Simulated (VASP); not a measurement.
# Cd7Se8 (a cell with a defect) in VASP: single point with PBE

Aim: the single point of Cd7Se8 (a cell with a defect) with PBE.

Program: VASP 6.6.1. These are calculated values, not measurements. Logs are shortened: lines on timing, memory, paths and dates and some standing lists are left out, and cuts for length are marked.

**1. The cell of the first run**

The cell holds a defect, 15 atoms: a = 8.389 Å, b = 8.389 Å, c = 8.768 Å, α = 105.15°, β = 105.15°, γ = 116.99°.

**2. Single point, PBE (atoms taken out, then relaxed in part)**

Input file INCAR:

```
SYSTEM = Cd7Se8
PREC     = Accurate       ! precision mode
ENCUT    = 520            ! plane-wave cutoff, eV
EDIFF    = 1E-6           ! SCF threshold, eV
ISMEAR   = 0              ! smearing method
SIGMA    = 0.05           ! smearing width, eV
LREAL    = Auto         
LASPH    = .TRUE.         ! aspherical terms in the spheres
NELM     = 100            ! most SCF steps
ALGO     = Normal         ! electronic algorithm
ISIF     = 2              ! what is computed and relaxed
LWAVE    = .FALSE.        ! write WAVECAR
LCHARG   = .FALSE.        ! write CHGCAR
GGA      = PE             ! functional
NELECT   = 134.0        
NBANDS   = 79             ! bands
```

Input file KPOINTS:

```
Automatic mesh
0
G
  4 4 4
  0 0 0
```

Input file POSCAR:

```
Cd7Se8
1.0
    2.1918967987     -3.7964766202      7.1529442853
    2.1918967987     -3.7964766202     -7.1529442853
    4.3837935972      7.5929532404      0.0000000000
Cd Se
7 8
Direct
    0.6511082639      0.6629190614      0.3140273253
    0.1755088040      0.1937596537      0.8420744564
    0.6483148027      0.6665656524      0.8420744564
    0.5837523281      0.0681027111      0.1725456410
    0.1044429299      0.5887933128      0.1725456410
    0.5792984021      0.0745987871      0.6538971892
    0.0859720532      0.5826548364      0.6686268896
    0.8523806066      0.4776518817      0.3300324883
    0.3472367787      0.9847300902      0.3319668689
    0.8506296973      0.4790475881      0.8355080331
    0.3564604450      0.9848783358      0.8355080331
    0.7960291731      0.9105785149      0.1764783254
    0.2658998105      0.3804491523      0.1764783254
    0.7744468802      0.8915220694      0.6659689496
    0.2620435743      0.3868904695      0.6489340438
```

Potentials or basis: VASP PAW PBE potentials, release 64 (Cd, Se).

Command:

```bash
> cat potpaw_PBE.64/Cd/POTCAR potpaw_PBE.64/Se/POTCAR > POTCAR
> mpirun -np 1 vasp_std > vasp.out
```

OUTCAR:

```text
SYSTEM = Cd7Se8
   PREC = Accurate
   ENCUT = 520
   EDIFF = 1E-6
   ISMEAR = 0
   LREAL = Auto
   LASPH = .TRUE.
   NELM = 100
   ISIF = 2
   GGA = PE
   NELECT = 134.0

 ion  position               nearest neighbor table
   1  0.651  0.663  0.314-  12 2.65  13 2.65   8 2.77  14 2.78
   2  0.176  0.194  0.842-  13 2.64  15 2.65  14 2.76  11 2.79
   3  0.648  0.667  0.842-  12 2.64  15 2.65  14 2.76  10 2.79
   4  0.584  0.068  0.173-  12 2.65   9 2.66  11 2.76   8 2.77
   5  0.104  0.589  0.173-  13 2.65   9 2.66  10 2.76   8 2.77
   6  0.579  0.075  0.654-   9 2.65  14 2.71  11 2.74  10 2.74
   7  0.086  0.583  0.669-  15 2.66  10 2.72  11 2.72   8 2.73
   8  0.852  0.478  0.330-   7 2.73   5 2.77   4 2.77   1 2.77
   9  0.347  0.985  0.332-   6 2.65   4 2.66   5 2.66
  10  0.851  0.479  0.836-   7 2.72   6 2.74   5 2.76   3 2.79
  11  0.356  0.985  0.836-   7 2.72   6 2.74   4 2.76   2 2.79
  12  0.796  0.911  0.176-   3 2.64   1 2.65   4 2.65
  13  0.266  0.380  0.176-   2 2.64   1 2.65   5 2.65
  14  0.774  0.892  0.666-   6 2.71   3 2.76   2 2.76   1 2.78
  15  0.262  0.387  0.649-   2 2.65   3 2.65   7 2.66

  LATTYP: Found a face centered orthorhombic cell.
 ALAT       =     8.7675871946
 B/A-ratio  =     1.6316790758
 C/A-ratio  =     1.7320508076

  Lattice vectors:

 A1 = (   6.5756903959,   3.7964766202,  -7.1529442853)
 A2 = (   8.7675871946,   0.0000000000,   0.0000000000)
 A3 = (   2.1918967987,  -3.7964766202,  -7.1529442853)

Analysis of symmetry for initial positions (statically):
=====================================================================
 Subroutine PRICEL returns:
 Original cell was already a primitive cell.

 Routine SETGRP: Setting up the symmetry group for a
 face centered orthorhombic supercell.

 Subroutine GETGRP returns: Found  2 space group operations
 (whereof  2 operations were pure point group operations)
 out of a pool of  8 trial point group operations.

The static configuration has the point symmetry C_1h.

Analysis of symmetry for dynamics (positions and initial velocities):
=====================================================================
 Subroutine PRICEL returns:
 Original cell was already a primitive cell.

 Routine SETGRP: Setting up the symmetry group for a
 face centered orthorhombic supercell.
[... 142 lines left out ...]
   NUPDOWN=      -1.0000    fix difference up-down
   EMIN   =  10.00;   EMAX   =-10.00  energy-range for DOS
   EFERMI =   0.00;   METHOD = LEGACY
   ISMEAR =     0;   SIGMA  =   0.05  broadening in eV -4-tet -1-fermi 0-gaus
   EFERMI_NEDOS =   21; number of points for ismear=-14 and -15
   IALGO  =     38    algorithm
   IMIX   =      4    mixing-type and parameters
     AMIX     =   0.40;   BMIX     =  1.00
     AMIX_MAG =   1.60;   BMIX_MAG =  1.00
  volume/ion in A,a.u.               =      31.75       214.23
  Fermi-wavevector in a.u.,A,eV,Ry     =   1.072798  2.027294 15.658879  1.150895
  Thomas-Fermi vector in A             =   2.208578
   LORBIT       =      0    0 simple, 1 ext, 2 COOP (PROOUT), +10 PAW based schemes
   GGA     = PE    functional components
   LHFCALC =     F    Hartree Fock is set to
   AEXX    =    0.0000 exact exchange contribution
   IVDW    =     0    specifies the selected vdW correction
   LEPSILON=     F    determine dielectric tensor
   LRPA    =     F    only Hartree local field effects (RPA)
 non-spin polarized calculation
 Gauss-broadening in eV      SIGMA  =   0.05
  energy-cutoff  :      520.00
  volume of cell :      476.18
 maximum number of plane-waves:     12899
 NGX is ok and might be reduce to    64
   NGX = 31   NGY = 31   NGZ = 33

 number of electron     133.9999995 magnetization

 Free energy of the ion-electron system (eV)
  ---------------------------------------------------
  ext. energy  EPLUGINS =         0.00000000
  ---------------------------------------------------
  free energy    TOTEN  =       -39.70681945 eV

  energy without entropy =      -39.70681945  energy(sigma->0) =      -39.70681945

 E-fermi :   0.5571     XC(G=0):  -8.4518

 val. band max:        0.3359994753   @ k =   0.0000   0.0000   0.0000
 cond. band min:       1.0310674386   @ k =   0.0000   0.0000   0.0000
 fundamental gap:      0.6950679633
 Fermi energy:         0.5570703303

 k-point     1 :       0.0000    0.0000    0.0000
  band No.  band energies     occupation
      1     -11.9586      2.00000
      2     -11.6939      2.00000
      3     -11.6800      2.00000
      4     -11.6348      2.00000
      5     -11.4912      2.00000
      6     -11.4075      2.00000
[... 1957 lines left out ...]
     78       4.9825      0.00000
     79       5.1279      0.00000

------------------------ aborting loop because EDIFF is reached ----------------------------------------

  FORCE on cell =-STRESS in cart. coord.  units (eV):
  Direction    XX          YY          ZZ          XY          YZ          ZX
  --------------------------------------------------------------------------------------
  -------------------------------------------------------------------------------------
  Total        8.5880910      8.5184453      8.8039868      0.0603149     -0.0559521     -0.0969121
  in kB       28.8955894     28.6612589     29.6219949      0.2029361     -0.1882570     -0.3260714
  external PRESSURE =      29.0596144 kB  Pullay stress =       0.0000000 kB

 VOLUME and BASIS-vectors are now :
 -----------------------------------------------------------------------------
  energy-cutoff  :      520.00
  volume of cell :      476.18
      direct lattice vectors                 reciprocal lattice vectors
     2.191896799 -3.796476620  7.152944285     0.114056465 -0.065850531  0.069901285
     2.191896799 -3.796476620 -7.152944285     0.114056465 -0.065850531 -0.069901285
     4.383793597  7.592953240  0.000000000     0.114056465  0.065850531  0.000000000

 POSITION                                       TOTAL-FORCE (eV/Angst)
 -----------------------------------------------------------------------------------
      4.25684     -2.60428     -0.08448         0.003611      0.002085      0.007290
      4.50088      4.99191     -0.13055        -0.005556      0.002086      0.003635
      6.57356      1.40192     -0.13055        -0.000972     -0.005855      0.003635
      2.18520     -1.16462      3.68841        -0.000132     -0.006209     -0.001384
      2.27591     -1.32172     -3.46453        -0.005443      0.002990     -0.001384
      4.29983      2.48251      3.61009         0.005275      0.003046      0.006859
      4.39668      2.53843     -3.55274        -0.001177     -0.000680     -0.009629
      4.36209     -2.54352      2.68041         0.002785      0.001608      0.000143
      4.37481     -2.53617     -4.55995        -0.003443     -0.001988     -0.039492
      6.57721      1.29588      2.65791        -0.001246      0.005287     -0.005818
      6.60277      1.25161     -4.49504         0.003956     -0.003723     -0.005818
      4.51435     -5.13910     -0.81937         0.034193     -0.018043      0.008334
      2.19037     -1.11386     -0.81937         0.001470      0.038634      0.008334
      6.57110     -1.26814     -0.83743        -0.004804     -0.002773      0.007617
      4.26719      2.46366     -0.89302        -0.028518     -0.016465      0.017677
 -----------------------------------------------------------------------------------
    total drift:                                0.005227      0.003008     -0.006123

  FREE ENERGIE OF THE ION-ELECTRON SYSTEM (eV)
  ---------------------------------------------------
  free  energy   TOTEN  =       -39.7068194453 eV

  energy  without entropy=      -39.7068194453  energy(sigma->0) =      -39.70681945
```

stdout:

```text
POSCAR found type information on POSCAR CdSe
 POSCAR found :  2 types and      15 ions
 scaLAPACK will be used
 LDA part: xc-table for (Slater+PW92), standard interpolation
 POSCAR, INCAR and KPOINTS ok, starting setup
 FFT: planning ... GRIDC
 FFT: planning ... GRID_SOFT
 FFT: planning ... GRID
 WAVECAR not read
 entering main loop
 the old and the new charge density differ
 old charge density:   132.00000 new  134.00000
    0.149E+01
```

Wall time 16 min (1 thread of Intel Xeon 6975P-C (Granite Rapids), shared host); peak memory 0.92 GiB.

What came out:

* Free energy: -39.7068 eV
* Largest force: 0.040 eV/Å

Forces on the atoms (eV/Å):
```
Cd   0.004  0.002  0.007
Cd  -0.006  0.002  0.004
Cd  -0.001 -0.006  0.004
Cd   0.000 -0.006 -0.001
Cd  -0.005  0.003 -0.001
Cd   0.005  0.003  0.007
Cd  -0.001 -0.001 -0.010
Se   0.003  0.002  0.000
Se  -0.003 -0.002 -0.039
Se  -0.001  0.005 -0.006
Se   0.004 -0.004 -0.006
Se   0.034 -0.018  0.008
Se   0.001  0.039  0.008
Se  -0.005 -0.003  0.008
Se  -0.029 -0.016  0.018
```

Caveat: the cell carries a net charge on a neutralising background, which shifts energy and pressure; the cell differs from its parent crystal (atoms taken out, then relaxed in part); the cell is charged against a uniform background, so pressure and absolute levels hang on convention.
